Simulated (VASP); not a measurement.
# Ca3SbP (Pm-3m) in VASP: further runs

The runs below take Ca3SbP through single point, relaxation of cell and atoms, with LDA.

Program: VASP 6.6.1. These are calculated values, not measurements. Logs are shortened: lines on timing, memory, paths and dates and some standing lists are left out, and cuts for length are marked.

**1. The cell of the first run**

The structure is cubic, space group Pm-3m (No. 221). Conventional cell: a = 5.252 Å, b = 5.252 Å, c = 5.252 Å, α = 90.00°, β = 90.00°, γ = 90.00°. Ca (site symmetry 4/mmm) has 2 P at 2.63 Å within 3.5 Å. Sb (site symmetry m-3m) has 12 Ca at 3.71 Å and 8 P at 4.55 Å within 4.9 Å. P (site symmetry m-3m) has 6 Ca at 2.63 Å within 3.5 Å.

**2. Single point, LDA**

File INCAR:

```
SYSTEM = Ca3SbP
ALGO = Normal ; EDIFF = 1E-6
ENCUT = 520 ; ISIF = 2
ISMEAR = 0 ; LASPH = .True.
LCHARG = .False. ; LREAL = .False.
LWAVE = .False. ; NBANDS = 28
NELM = 100 ; PREC = Accurate
SIGMA = 0.05
```

File KPOINTS:

```
k-points
0
Gamma
  6 6 6
  0 0 0
```

File POSCAR:

```
Ca3SbP
1.0
    5.2516179336      0.0000000000      0.0000000000
    0.0000000000      5.2516179336      0.0000000000
    0.0000000000      0.0000000000      5.2516179336
Ca Sb P
3 1 1
Direct
    0.0000000000      0.5000000000      0.5000000000
    0.5000000000      0.0000000000      0.5000000000
    0.5000000000      0.5000000000      0.0000000000
    0.0000000000      0.0000000000      0.0000000000
    0.5000000000      0.5000000000      0.5000000000
```

Potentials or basis: VASP PAW LDA potentials, release 64 (Ca_sv, Sb, P).

Started as:

```bash
$ cat potpaw_LDA.64/Ca_sv/POTCAR potpaw_LDA.64/Sb/POTCAR potpaw_LDA.64/P/POTCAR > POTCAR
$ mpirun -np 1 vasp_std > vasp.out
```

OUTCAR:

```text
SYSTEM = Ca3SbP
   EDIFF = 1E-6
   ENCUT = 520
   ISIF = 2
   ISMEAR = 0
   LASPH = .True.
   LREAL = .False.
   NELM = 100
   PREC = Accurate

 ion  position               nearest neighbor table
   1  0.000  0.500  0.500-   5 2.63   5 2.63
   2  0.500  0.000  0.500-   5 2.63   5 2.63
   3  0.500  0.500  0.000-   5 2.63   5 2.63
   4  0.000  0.000  0.000-
   5  0.500  0.500  0.500-   1 2.63   2 2.63   3 2.63   3 2.63   2 2.63   1 2.63

  LATTYP: Found a simple cubic cell.
 ALAT       =     5.2516179336

  Lattice vectors:

 A1 = (   5.2516179336,   0.0000000000,   0.0000000000)
 A2 = (   0.0000000000,   5.2516179336,   0.0000000000)
 A3 = (   0.0000000000,   0.0000000000,   5.2516179336)

Analysis of symmetry for initial positions (statically):
=====================================================================
 Subroutine PRICEL returns:
 Original cell was already a primitive cell.

 Routine SETGRP: Setting up the symmetry group for a
 simple cubic supercell.

 Subroutine GETGRP returns: Found 48 space group operations
 (whereof 48 operations were pure point group operations)
 out of a pool of 48 trial point group operations.

The static configuration has the point symmetry O_h .

Analysis of symmetry for dynamics (positions and initial velocities):
=====================================================================
 Subroutine PRICEL returns:
 Original cell was already a primitive cell.

 Routine SETGRP: Setting up the symmetry group for a
 simple cubic supercell.

 Subroutine GETGRP returns: Found 48 space group operations
 (whereof 48 operations were pure point group operations)
 out of a pool of 48 trial point group operations.

The dynamic configuration has the point symmetry O_h .

 Subroutine INISYM returns: Found 48 space group operations
 (whereof 48 operations are pure point group operations),
 and found     1 'primitive' translations

----------------------------------------------------------------------------------------

                                     Primitive cell

  volume of cell :     144.8369

  direct lattice vectors                    reciprocal lattice vectors
     5.251617934  0.000000000  0.000000000     0.190417508  0.000000000  0.000000000
     0.000000000  5.251617934  0.000000000     0.000000000  0.190417508  0.000000000
     0.000000000  0.000000000  5.251617934     0.000000000  0.000000000  0.190417508

  length of vectors
[... 84 lines left out ...]
   LREAL  =      F    real-space projection
   EDIFFG = 0.1E-04   stopping-criterion for IOM
   NSW    =      0    number of steps for IOM
   IBRION =     -1    ionic relax: 0-MD 1-quasi-New 2-CG
   NFREE  =      0    steps in history (QN), initial steepest desc. (CG)
   ISIF   =      2    stress and relaxation
   ISYM   =      2    0-nonsym 1-usesym 2-fastsym
   POTIM  = 0.5000    time-step for ionic-motion
   TEBEG  =    0.0;   TEEND  =   0.0 temperature during run
   PSTRESS=    0.0 pullay stress
   NELECT =      40.0000    total number of electrons
   NUPDOWN=      -1.0000    fix difference up-down
   EMIN   =  10.00;   EMAX   =-10.00  energy-range for DOS
   EFERMI =   0.00;   METHOD = LEGACY
   ISMEAR =     0;   SIGMA  =   0.05  broadening in eV -4-tet -1-fermi 0-gaus
   EFERMI_NEDOS =   21; number of points for ismear=-14 and -15
   IALGO  =     38    algorithm
   IMIX   =      4    mixing-type and parameters
     AMIX     =   0.40;   BMIX     =  1.00
     AMIX_MAG =   1.60;   BMIX_MAG =  1.00
  volume/ion in A,a.u.               =      28.97       195.48
  Fermi-wavevector in a.u.,A,eV,Ry     =   1.066109  2.014654 15.464231  1.136589
  Thomas-Fermi vector in A             =   2.201683
   LORBIT       =      0    0 simple, 1 ext, 2 COOP (PROOUT), +10 PAW based schemes
   GGA     = CA    functional components
   LHFCALC =     F    Hartree Fock is set to
   AEXX    =    0.0000 exact exchange contribution
   IVDW    =     0    specifies the selected vdW correction
   LEPSILON=     F    determine dielectric tensor
   LRPA    =     F    only Hartree local field effects (RPA)
 non-spin polarized calculation
 Gauss-broadening in eV      SIGMA  =   0.05
  energy-cutoff  :      520.00
  volume of cell :      144.84
 maximum number of plane-waves:      3948
 NGX is ok and might be reduce to    40
   NGX = 19   NGY = 19   NGZ = 19

 number of electron      39.9999999 magnetization

 Free energy of the ion-electron system (eV)
  ---------------------------------------------------
  ext. energy  EPLUGINS =         0.00000000
  ---------------------------------------------------
  free energy    TOTEN  =       -22.61561570 eV

  energy without entropy =      -22.61561570  energy(sigma->0) =      -22.61561570

 E-fermi :   3.9544     XC(G=0):  -9.1184

 val. band max:        3.7476752179   @ k =   0.0000   0.0000   0.0000
 cond. band min:       4.2293140456   @ k =   0.0000   0.0000   0.0000
 fundamental gap:      0.4816388277
 Fermi energy:         3.9544303066

 k-point     1 :       0.0000    0.0000    0.0000
  band No.  band energies     occupation
      1     -36.7834      2.00000
      2     -36.7494      2.00000
      3     -36.7494      2.00000
      4     -18.2236      2.00000
      5     -18.2236      2.00000
      6     -18.2236      2.00000
[... 609 lines left out ...]
     27       6.5628      0.00000
     28       7.7267      0.00000

------------------------ aborting loop because EDIFF is reached ----------------------------------------

  FORCE on cell =-STRESS in cart. coord.  units (eV):
  Direction    XX          YY          ZZ          XY          YZ          ZX
  --------------------------------------------------------------------------------------
  -------------------------------------------------------------------------------------
  Total        0.1647029      0.1647029      0.1647029     -0.0000000      0.0000000     -0.0000000
  in kB        1.8219333      1.8219333      1.8219333     -0.0000000      0.0000000     -0.0000000
  external PRESSURE =       1.8219333 kB  Pullay stress =       0.0000000 kB

 VOLUME and BASIS-vectors are now :
 -----------------------------------------------------------------------------
  energy-cutoff  :      520.00
  volume of cell :      144.84
      direct lattice vectors                 reciprocal lattice vectors
     5.251617934  0.000000000  0.000000000     0.190417508  0.000000000  0.000000000
     0.000000000  5.251617934  0.000000000     0.000000000  0.190417508  0.000000000
     0.000000000  0.000000000  5.251617934     0.000000000  0.000000000  0.190417508

 POSITION                                       TOTAL-FORCE (eV/Angst)
 -----------------------------------------------------------------------------------
      0.00000      2.62581      2.62581         0.000000      0.000000      0.000000
      2.62581      0.00000      2.62581         0.000000      0.000000      0.000000
      2.62581      2.62581      0.00000         0.000000      0.000000      0.000000
      0.00000      0.00000      0.00000         0.000000      0.000000      0.000000
      2.62581      2.62581      2.62581         0.000000      0.000000      0.000000
 -----------------------------------------------------------------------------------
    total drift:                               -0.000000     -0.000000     -0.000000

  FREE ENERGIE OF THE ION-ELECTRON SYSTEM (eV)
  ---------------------------------------------------
  free  energy   TOTEN  =       -22.6156156986 eV

  energy  without entropy=      -22.6156156986  energy(sigma->0) =      -22.61561570
```

Run time: 36 s. Hardware: 1 thread of Intel Xeon Platinum 8559C (Emerald Rapids), shared host; peak memory 0.24 GiB.

What came out:

```yaml
Free_energy: -22.6156 eV
Pressure: 0.2 GPa
Band_gap_on_the_k_mesh: 0.48 eV, direct
```

Levels at points of the mesh, in eV from the valence-band top:
```csv
k point,band 17,band 18,band 19,band 20,band 21,band 22,band 23,band 24
"(0.00, 0.00, 0.00)",-1.84,0.00,0.00,0.00,0.48,0.48,0.73,0.80
"(0.50, 0.00, 0.00)",-1.72,-1.72,-1.14,-1.14,1.12,1.41,1.71,2.56
"(0.50, 0.50, 0.00)",-1.94,-1.43,-1.43,-1.10,1.65,1.65,1.80,2.19
"(0.50, 0.50, 0.50)",-3.36,-1.81,-1.81,-1.81,1.88,1.88,1.88,2.77
```

Caveat: spin-orbit coupling is left out, which moves the levels of the heavy elements. Expect the measured gap to be larger: semilocal functionals such as LDA lack the derivative discontinuity.

**3. Single point, LDA**

File INCAR:

```
PREC = Accurate
ENCUT = 520
EDIFF = 1E-6
ISMEAR = 0
SIGMA = 0.02
LREAL = False
LASPH = True
NELM = 100
ALGO = Normal
ISIF = 2
LWAVE = False
LCHARG = False
GGA = CA
NBANDS = 28
```

File KPOINTS:

```
regular mesh
0
Gamma
  8 8 8
```

POSCAR is that of step 2.

Potentials or basis: VASP PAW LDA potentials, release 64 (Ca_sv, Sb, P).

Started as:

```bash
$ cat potpaw_LDA.64/Ca_sv/POTCAR potpaw_LDA.64/Sb/POTCAR potpaw_LDA.64/P/POTCAR > POTCAR
$ mpirun -np 1 vasp_std > vasp.out
```

Wall time 61 s (1 thread of Intel Xeon Platinum 8559C (Emerald Rapids), shared host); peak memory 0.28 GiB.

Results (log left out):

| Item | Value |
| --- | --- |
| Free energy | -22.6171 eV |
| Pressure | 0.2 GPa |
| Band gap on the k mesh | 0.48 eV, direct |

Levels at points of the mesh, in eV from the valence-band top:
```csv
k point,band 16,band 17,band 18,band 19,band 20,band 21,band 22,band 23,band 24,band 25
"(0.00, 0.00, 0.00)",-1.84,-1.84,0.00,0.00,0.00,0.48,0.48,0.73,0.81,0.81
"(0.50, 0.00, 0.00)",-2.59,-1.72,-1.72,-1.14,-1.14,1.12,1.41,1.71,2.56,2.63
"(0.50, 0.50, 0.00)",-3.58,-1.94,-1.43,-1.43,-1.10,1.65,1.65,1.80,2.19,2.63
"(0.50, 0.50, 0.50)",-3.36,-3.36,-1.81,-1.81,-1.81,1.89,1.89,1.89,2.77,2.82
```

Caveat: spin-orbit coupling is left out, which moves the levels of the heavy elements. A k mesh can miss the band edges.

**4. Relaxation of cell and atoms, LDA**

This run uses another cell than the first one, of 31.19 Å³/atom, 1.077 times its volume.

File INCAR:

```
SYSTEM = Ca3SbP
ALGO = Normal
EDIFF = 1E-6
EDIFFG = -0.005
ENCUT = 600
GGA = CA
IBRION = 2
ISIF = 3
ISMEAR = 0
LASPH = .TRUE.
LCHARG = .FALSE.
LREAL = .FALSE.
LWAVE = .FALSE.
NELM = 100
NSW = 100
PREC = Accurate
SIGMA = 0.02
```

File KPOINTS:

```
k-points
0
G
  8 8 8
  0 0 0
```

POSCAR: that of step 3 with these lines changed.

```diff
@@ -2,5 +2,5 @@
 1.0
-    5.2516179336      0.0000000000      0.0000000000
-    0.0000000000      5.2516179336      0.0000000000
-    0.0000000000      0.0000000000      5.2516179336
+    5.3824437700      0.0000000000      0.0000000000
+    0.0000000000      5.3824437700      0.0000000000
+    0.0000000000      0.0000000000      5.3824437700
 Ca Sb P
```

Potentials or basis: VASP PAW LDA potentials, release 64 (Ca_sv, Sb, P).

Started as:

```bash
$ cat potpaw_LDA.64/Ca_sv/POTCAR potpaw_LDA.64/Sb/POTCAR potpaw_LDA.64/P/POTCAR > POTCAR
$ mpirun -np 1 vasp_std > vasp.out
```

OUTCAR:

```text
SYSTEM = Ca3SbP
   EDIFF = 1E-6
   EDIFFG = -0.005
   ENCUT = 600
   GGA = CA
   IBRION = 2
   ISIF = 3
   ISMEAR = 0
   LASPH = .TRUE.
   LREAL = .FALSE.
   NELM = 100
   NSW = 100
   PREC = Accurate

 ion  position               nearest neighbor table
   1  0.000  0.500  0.500-   5 2.69   5 2.69
   2  0.500  0.000  0.500-   5 2.69   5 2.69
   3  0.500  0.500  0.000-   5 2.69   5 2.69
   4  0.000  0.000  0.000-
   5  0.500  0.500  0.500-   1 2.69   2 2.69   3 2.69   3 2.69   2 2.69   1 2.69

  LATTYP: Found a simple cubic cell.
 ALAT       =     5.3824437700

  Lattice vectors:

 A1 = (   5.3824437700,   0.0000000000,   0.0000000000)
 A2 = (   0.0000000000,   5.3824437700,   0.0000000000)
 A3 = (   0.0000000000,   0.0000000000,   5.3824437700)

Analysis of symmetry for initial positions (statically):
=====================================================================
 Subroutine PRICEL returns:
 Original cell was already a primitive cell.

 Routine SETGRP: Setting up the symmetry group for a
 simple cubic supercell.

 Subroutine GETGRP returns: Found 48 space group operations
 (whereof 48 operations were pure point group operations)
 out of a pool of 48 trial point group operations.

The static configuration has the point symmetry O_h .

Analysis of symmetry for dynamics (positions and initial velocities):
[... 151 lines left out ...]
  energy-cutoff  :      600.00
  volume of cell :      155.93
 maximum number of plane-waves:      5248
 NGX is ok and might be reduce to    48
   NGX = 21   NGY = 21   NGZ = 21

--------------------------------------- Ionic step        1  -------------------------------------------

 number of electron      39.9999996 magnetization

 Free energy of the ion-electron system (eV)
  ---------------------------------------------------
  ext. energy  EPLUGINS =         0.00000000
  ---------------------------------------------------
  free energy    TOTEN  =       -22.52606410 eV

  energy without entropy =      -22.52606410  energy(sigma->0) =      -22.52606410

 E-fermi :   3.4487     XC(G=0):  -8.8353

 val. band max:        3.2377903668   @ k =   0.0000   0.0000   0.0000
 cond. band min:       3.7544690307   @ k =   0.0000   0.0000   0.0000
 fundamental gap:      0.5166786638
 Fermi energy:         3.4486888025

 k-point     1 :       0.0000    0.0000    0.0000
  band No.  band energies     occupation
      1     -37.4697      2.00000
      2     -37.4458      2.00000
      3     -37.4458      2.00000
      4     -18.8665      2.00000
      5     -18.8665      2.00000
      6     -18.8665      2.00000
[... 716 lines left out ...]
--------------------------------------- Ionic step        3  -------------------------------------------

 number of electron      40.0000003 magnetization

 Free energy of the ion-electron system (eV)
  ---------------------------------------------------
  ext. energy  EPLUGINS =         0.00000000
  ---------------------------------------------------
  free energy    TOTEN  =       -22.61868617 eV

  energy without entropy =      -22.61868617  energy(sigma->0) =      -22.61868617

 E-fermi :   3.9005     XC(G=0):  -9.1010

 val. band max:        3.7140885619   @ k =   0.0000   0.0000   0.0000
 cond. band min:       4.2035587430   @ k =   0.0000   0.0000   0.0000
 fundamental gap:      0.4894701811
 Fermi energy:         3.9005383522

 k-point     1 :       0.0000    0.0000    0.0000
  band No.  band energies     occupation
      1     -36.8255      2.00000
      2     -36.7922      2.00000
      3     -36.7922      2.00000
      4     -18.2629      2.00000
      5     -18.2629      2.00000
      6     -18.2629      2.00000
[... 671 lines left out ...]
  FREE ENERGIE OF THE ION-ELECTRON SYSTEM (eV)
  ---------------------------------------------------
  free  energy   TOTEN  =       -22.6186861719 eV

  energy  without entropy=      -22.6186861719  energy(sigma->0) =      -22.61868617

 reached required accuracy - stopping structural energy minimisation
```

Run time: 3.1 min. Hardware: 1 thread of Intel Xeon Platinum 8559C (Emerald Rapids), shared host; peak memory 0.37 GiB.

What came out:

```yaml
Free_energy: -22.6187 eV
Relaxed_volume: 29.10 Å³/atom
Relaxed_cell: a = 5.260 Å, b = 5.260 Å, c = 5.260 Å, α = 90.00°, β = 90.00°, γ = 90.00°
Space_group_after_relaxing_to_0.05_Å: Pm-3m (No. 221)
Energy_gained_by_relaxing: 18.5 meV/atom
Ionic_steps: 3
Pressure_after_relaxing: 0.0 GPa
Band_gap_on_the_k_mesh: 0.49 eV, direct
```

The path:
```csv
step,energy change (eV),largest force (eV/Å),pressure (GPa),volume (Å³)
1,0.0000,0.0000,-2.70,155.93
2,-0.0914,0.0000,0.35,144.39
3,-0.0926,0.0000,0.00,145.49
```

Final structure:
```
Ca Sb P
1.0
     5.25954    0.00000    0.00000
     0.00000    5.25954    0.00000
     0.00000    0.00000    5.25954
Ca Sb P
3 1 1
Direct
  0.00000 0.50000 0.50000
  0.50000 0.00000 0.50000
  0.50000 0.50000 0.00000
  0.00000 0.00000 0.00000
  0.50000 0.50000 0.50000
```

Levels at points of the mesh, in eV from the valence-band top:
```csv
k point,band 18,band 19,band 20,band 21,band 22,band 23
"(0.00, 0.00, 0.00)",0.00,0.00,0.00,0.49,0.49,0.72
"(0.50, 0.00, 0.00)",-1.72,-1.13,-1.13,1.13,1.41,1.70
"(0.50, 0.50, 0.00)",-1.42,-1.42,-1.09,1.65,1.65,1.79
"(0.50, 0.50, 0.50)",-1.80,-1.80,-1.80,1.89,1.89,1.89
```

Caveat: spin-orbit coupling is left out, which moves the levels of the heavy elements. A k mesh can miss the band edges.

**5. Overview**

| task | cell | k mesh | cutoff (eV) | smearing | gap on the mesh (eV) | pressure (GPa) |
| --- | --- | --- | --- | --- | --- | --- |
| single point | a = 5.252 Å, 5 atoms | 6 × 6 × 6 | 520 | gaussian 0.05 eV | 0.48 | 0.2 |
| single point | a = 5.252 Å, 5 atoms | 8 × 8 × 8 | 520 | gaussian 0.02 eV | 0.48 | 0.2 |
| relaxation of cell and atoms | relaxed from a = 5.382 Å, 5 atoms | 8 × 8 × 8 | 600 | gaussian 0.02 eV | 0.49 | 0.0 |

Alike in all rows: level LDA; potentials or basis VASP PAW LDA potentials, release 64 (Ca_sv, Sb, P); no spin polarisation.

Caveats: spin-orbit coupling is left out, which moves the levels of the heavy elements.

Absolute energies hang on the potentials; compare differences alone.
